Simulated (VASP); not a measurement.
**CO2: single point with PBE**

The system is CO2.

```
C O
1.0
     2.63591   -2.38738    0.00000
     2.63591    2.38738    0.00000
     0.00000    0.00000    6.58717
C O
2 4
Cartesian
  0.0000 0.0000 0.0000
  2.6359 0.0000 3.2936
  2.6359 -1.4635 5.8747
  2.6359 1.4635 0.7124
  2.6359 -0.9239 2.5811
  2.6359 1.0739 4.0060
```

This cell differs from its parent crystal: one atom moved.

| Item | Value |
| --- | --- |
| Program | VASP 6.6.1 |
| Task | single point |
| Functional | PBE |
| Potentials or basis | VASP PAW PBE potentials, release 64 (C, O) |
| Cutoff | 520 eV |
| k mesh | 6 × 6 × 4 |
| Occupations | gaussian, width 0.02 eV |
| Spin | no spin polarisation |
| Dipole correction | no |
| Further INCAR settings | ALGO = Normal; EDIFF = 1e-06; NBANDS = 25 |

```
Pressure               : -2.8 GPa
Largest force          : 7.295 eV/Å
Band gap on the k mesh : 6.10 eV (least direct gap 6.63 eV)
```

Forces in eV/Å, atoms in the order of the input:
```
C    0.000  0.053 -0.122
C    0.000  6.183  3.695
O    0.000  0.627 -0.402
O    0.000 -0.660  0.523
O    0.000 -0.015  0.170
O    0.000 -6.188 -3.864
```

Stress tensor (GPa, compression positive):
```
  2.34   0.00   0.00
  0.00  -8.37 -10.01
  0.00 -10.01  -2.24
```

Levels at points of the mesh, in eV from the valence-band top:
| k point | band 14 | band 15 | band 16 | band 17 | band 18 | band 19 |
| --- | --- | --- | --- | --- | --- | --- |
| (0.00, 0.00, 0.00) | -0.95 | -0.55 | -0.54 | 6.10 | 6.31 | 7.02 |
| (0.50, 0.00, 0.00) | -0.56 | -0.39 | -0.17 | 6.54 | 7.41 | 7.53 |
| (0.50, 0.50, 0.00) | -0.67 | -0.34 | 0.00 | 7.02 | 7.88 | 8.51 |
| (0.00, 0.00, 0.50) | -0.84 | -0.63 | -0.62 | 6.40 | 6.76 | 7.34 |
| (0.50, 0.00, 0.50) | -0.67 | -0.33 | -0.15 | 6.60 | 7.47 | 7.60 |
| (0.50, 0.50, 0.50) | -0.59 | -0.43 | -0.20 | 7.27 | 7.87 | 8.26 |

Run time: 74 s on 1 thread of Intel(R) Xeon(R) Platinum 8259CL CPU @ 2.50GHz (Skylake/Cascade Lake), with other jobs on the host, peak memory 0.22 GiB.

Caveat: the cell differs from its parent crystal (one atom moved); the stress differs along the axes, from -8 to 2 GPa; this functional lacks dispersion, which holds the molecules together, so the pressure and a relaxed volume are unreliable; forces of over 1 eV/Å act on the atoms, so gaps and moduli don't describe the material at rest. A k mesh can miss the band edges.
